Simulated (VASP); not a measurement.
# In (Fm-3m) in VASP: further runs, part 2 of 2

VASP 6.6.1.

## 3. Single point, BLYP (volume scaled by 1.04)

INCAR

```
SYSTEM = In
PREC = Accurate
ENCUT = 520
EDIFF = 1E-7
ISMEAR = -1
SIGMA = 0.1
LREAL = .False.
LASPH = .True.
NELM = 80
ALGO = Normal
ISIF = 2
LWAVE = .False.
LCHARG = .True.
GGA = B5
ALDAX = 1.0
AGGAX = 1.0
AGGAC = 1.0
ALDAC = 0.0
LELF = .True.
LVHAR = .True.
NBANDS = 12
```

KPOINTS

```
regular mesh
0
Gamma
  12 12 12
  0 0 0
```

POSCAR

```
In
1.0
    0.0000000000      2.5282989871      2.5282989871
    2.5282989871      0.0000000000      2.5282989871
    2.5282989871      2.5282989871      0.0000000000
In
1
Direct
    0.0000000000      0.0000000000      0.0000000000
```

Potentials or basis: VASP PAW PBE potentials, release 64 (In_d).

The run is started by

```bash
$ cat potpaw_PBE.64/In_d/POTCAR > POTCAR
$ mpirun -np 1 vasp_std > vasp.out
```

OUTCAR:

```text
SYSTEM = In
   PREC = Accurate
   ENCUT = 520
   EDIFF = 1E-7
   ISMEAR = -1
   LREAL = .False.
   LASPH = .True.
   NELM = 80
   ISIF = 2
   GGA = B5

 ion  position               nearest neighbor table
   1  0.000  0.000  0.000-

  LATTYP: Found a face centered cubic cell.
 ALAT       =     5.0565979742

  Lattice vectors:

 A1 = (   0.0000000000,   2.5282989871,   2.5282989871)
 A2 = (   2.5282989871,   0.0000000000,   2.5282989871)
 A3 = (   2.5282989871,   2.5282989871,   0.0000000000)

Analysis of symmetry for initial positions (statically):
=====================================================================
 Subroutine PRICEL returns:
 Original cell was already a primitive cell.

 Routine SETGRP: Setting up the symmetry group for a
 face centered cubic supercell.

 Subroutine GETGRP returns: Found 48 space group operations
 (whereof 48 operations were pure point group operations)
 out of a pool of 48 trial point group operations.

The static configuration has the point symmetry O_h .

Analysis of symmetry for dynamics (positions and initial velocities):
=====================================================================
 Subroutine PRICEL returns:
 Original cell was already a primitive cell.

 Routine SETGRP: Setting up the symmetry group for a
 face centered cubic supercell.

 Subroutine GETGRP returns: Found 48 space group operations
 (whereof 48 operations were pure point group operations)
 out of a pool of 48 trial point group operations.

The dynamic configuration has the point symmetry O_h .

 Subroutine INISYM returns: Found 48 space group operations
 (whereof 48 operations are pure point group operations),
 and found     1 'primitive' translations

----------------------------------------------------------------------------------------

                                     Primitive cell

[... 112 lines left out ...]
   LORBIT       =      0    0 simple, 1 ext, 2 COOP (PROOUT), +10 PAW based schemes
   GGA     = B5    functional components
   LHFCALC =     F    Hartree Fock is set to
   AEXX    =    0.0000 exact exchange contribution
   IVDW    =     0    specifies the selected vdW correction
   LEPSILON=     F    determine dielectric tensor
   LRPA    =     F    only Hartree local field effects (RPA)
 non-spin polarized calculation
  energy-cutoff  :      520.00
  volume of cell :       32.32
 maximum number of plane-waves:       895
   NGX = 13   NGY = 13   NGZ = 13

 number of electron      12.9999993 magnetization

 Free energy of the ion-electron system (eV)
  ---------------------------------------------------
  ext. energy  EPLUGINS =         0.00000000
  ---------------------------------------------------
  free energy    TOTEN  =        -1.86581834 eV

  energy without entropy =       -1.84440912  energy(sigma->0) =       -1.85511373

 E-fermi :   5.8044     XC(G=0):  -8.7106

 val. band max:        5.7739661161   @ k =  -0.3333   0.3333   0.0000
 cond. band min:       5.8061723323   @ k =   0.5000   0.3333   0.0000
 fundamental gap:      0.0322062162
 Fermi energy:         5.8043600502

 k-point     1 :       0.0000    0.0000    0.0000
  band No.  band energies     occupation
      1      -8.7220      2.00000
      2      -8.7220      2.00000
      3      -8.7220      2.00000
      4      -8.6270      2.00000
      5      -8.6270      2.00000
      6      -2.4315      2.00000
      7      14.3109      0.00000
      8      14.3109      0.00000
      9      14.3109      0.00000
     10      17.1825      0.00000
     11      18.2867      0.00000
     12      18.2867      0.00000
[... 331 lines left out ...]
 k-point    24 :      -0.4167    0.1667    0.0000
  band No.  band energies     occupation
      1      -8.7343      2.00000
      2      -8.6962      2.00000
      3      -8.6739      2.00000
      4      -8.5727      2.00000
      5      -8.5490      2.00000
      6       1.7314      2.00000
      7       4.0240      2.00000
      8       9.5820      0.00000
      9      11.7756      0.00000
     10      14.7135      0.00000
     11      18.7925      0.00000
     12      18.8803      0.00000

 [... further k-points ...]

------------------------ aborting loop because EDIFF is reached ----------------------------------------

  FORCE on cell =-STRESS in cart. coord.  units (eV):
  Direction    XX          YY          ZZ          XY          YZ          ZX
  --------------------------------------------------------------------------------------
  -------------------------------------------------------------------------------------
  Total       -0.1678203     -0.1678203     -0.1678203     -0.0000000      0.0000000      0.0000000
  in kB       -8.3184011     -8.3184011     -8.3184011     -0.0000000      0.0000000      0.0000000
  external PRESSURE =      -8.3184011 kB  Pullay stress =       0.0000000 kB

 VOLUME and BASIS-vectors are now :
 -----------------------------------------------------------------------------
  energy-cutoff  :      520.00
  volume of cell :       32.32
      direct lattice vectors                 reciprocal lattice vectors
     0.000000000  2.528298987  2.528298987    -0.197761421  0.197761421  0.197761421
     2.528298987  0.000000000  2.528298987     0.197761421 -0.197761421  0.197761421
     2.528298987  2.528298987  0.000000000     0.197761421  0.197761421 -0.197761421

 POSITION                                       TOTAL-FORCE (eV/Angst)
 -----------------------------------------------------------------------------------
      0.00000      0.00000      0.00000         0.000000     -0.000000      0.000000
 -----------------------------------------------------------------------------------
    total drift:                               -0.000000     -0.000000     -0.000000

  FREE ENERGIE OF THE ION-ELECTRON SYSTEM (eV)
  ---------------------------------------------------
  free  energy   TOTEN  =        -1.8658183440 eV

  energy  without entropy=       -1.8444091207  energy(sigma->0) =       -1.85511373
```

OSZICAR:

```text
N       E                     dE             d eps       ncg     rms          rms(c)
DAV:   1     0.794889760534E+02    0.79489E+02   -0.62099E+03  1744   0.126E+03
DAV:   2     0.219350167600E+01   -0.77295E+02   -0.75519E+02  1824   0.284E+02
DAV:   3    -0.178914746171E+01   -0.39826E+01   -0.39708E+01  2024   0.656E+01
DAV:   4    -0.188719273083E+01   -0.98045E-01   -0.98019E-01  2280   0.106E+01
DAV:   5    -0.189150722584E+01   -0.43145E-02   -0.43143E-02  2396   0.191E+00    0.156E+00
DAV:   6    -0.186871381601E+01    0.22793E-01   -0.44069E-02  2220   0.398E+00    0.656E-01
DAV:   7    -0.186590730477E+01    0.28065E-02   -0.10120E-02  2496   0.169E+00    0.191E-01
DAV:   8    -0.186579875053E+01    0.10855E-03   -0.54668E-04  1988   0.362E-01    0.185E-02
DAV:   9    -0.186581194660E+01   -0.13196E-04   -0.24198E-05  2228   0.665E-02    0.161E-02
DAV:  10    -0.186581833847E+01   -0.63919E-05   -0.79939E-06  1932   0.192E-02    0.323E-03
DAV:  11    -0.186581834399E+01   -0.55227E-08   -0.20802E-07  2136   0.481E-03
   1 F= -.18658183E+01 E0= -.18551137E+01  d E =-.214092E-01
```

stdout:

```text
POSCAR found type information on POSCAR In
 POSCAR found :  1 types and       1 ions
 scaLAPACK will be used
 -----------------------------------------------------------------------------
|                                                                             |
|                                                                             |
|     You enforced a specific xc type in the INCAR file but a different       |
|     I HOPE YOU KNOW WHAT YOU ARE DOING!                                     |
|                                                                             |
 -----------------------------------------------------------------------------

 LDA part: xc-table for (Slater(with rela. corr.)+VWN5), standard interpolation
 POSCAR, INCAR and KPOINTS ok, starting setup
 FFT: planning ... GRIDC
 FFT: planning ... GRID_SOFT
 FFT: planning ... GRID
 WAVECAR not read
 entering main loop
```

It took 25 s on 1 thread of Intel Xeon 6975P-C, shared host; peak memory 0.17 GiB.

What came out:

```
Free energy : -1.8658 eV
Pressure    : -0.8 GPa
```

Caveat: the PAW data sets were made with another functional, which shifts forces and pressure a little; spin-orbit coupling is left out, which moves the levels of the heavy elements.

## 4. Single point, BLYP (volume scaled by 1.08)

INCAR

```
AGGAC = 1.0 ; AGGAX = 1.0
ALDAC = 0.0 ; ALDAX = 1.0
ALGO = Normal ; EDIFF = 1E-7
ENCUT = 520 ; GGA = B5
ISIF = 2 ; ISMEAR = -1
LASPH = True ; LCHARG = True
LELF = True ; LREAL = False
LVHAR = True ; LWAVE = False
NBANDS = 12 ; NELM = 60
PREC = Accurate ; SIGMA = 0.1
```

KPOINTS

```
k-points
0
Gamma
  12 12 12
```

POSCAR

```
In
1.0
    0.0000000000      2.5603061696      2.5603061696
    2.5603061696      0.0000000000      2.5603061696
    2.5603061696      2.5603061696      0.0000000000
In
1
Direct
    0.0000000000      0.0000000000      0.0000000000
```

The run is started by

```bash
$ cat potpaw_PBE.64/In_d/POTCAR > POTCAR
$ mpirun -np 1 vasp_std > vasp.out
```

Wall time 26 s (1 thread of Intel Xeon 6975P-C, shared host); peak memory 0.17 GiB.

Results (log left out):

- Free energy: -1.8577 eV
- Pressure: -1.4 GPa

Levels at points of the mesh, in eV from the Fermi level:
```csv
k point,band 4,band 5,band 6,band 7,band 8,band 9
"(0.00, 0.00, 0.00)",-14.42,-14.42,-8.03,8.20,8.20,8.20
"(0.50, 0.00, 0.00)",-14.34,-14.34,-4.33,-2.29,6.58,6.58
"(0.50, 0.50, 0.00)",-14.32,-14.32,-2.74,-1.44,3.43,3.43
```

Caveat: the PAW data sets were made with another functional, which shifts forces and pressure a little; spin-orbit coupling is left out, which moves the levels of the heavy elements.

## 5. Overview

```tsv
cell	gap on the mesh (eV)	pressure (GPa)
a = 3.529 Å, angles 60.0°, 1 atom	none	0.0
a = 3.576 Å, angles 60.0°, 1 atom	none	-0.8
a = 3.621 Å, angles 60.0°, 1 atom	none	-1.4
```

Alike in all rows: task single point; level BLYP; potentials or basis VASP PAW PBE potentials, release 64 (In_d); no spin polarisation; k mesh 12 × 12 × 12; cutoff (eV) 520; smearing fermi-dirac 0.1 eV.

Caveats: the PAW data sets were made with another functional, which shifts forces and pressure a little; spin-orbit coupling is left out, which moves the levels of the heavy elements.

Absolute energies hang on the potentials; compare differences alone.
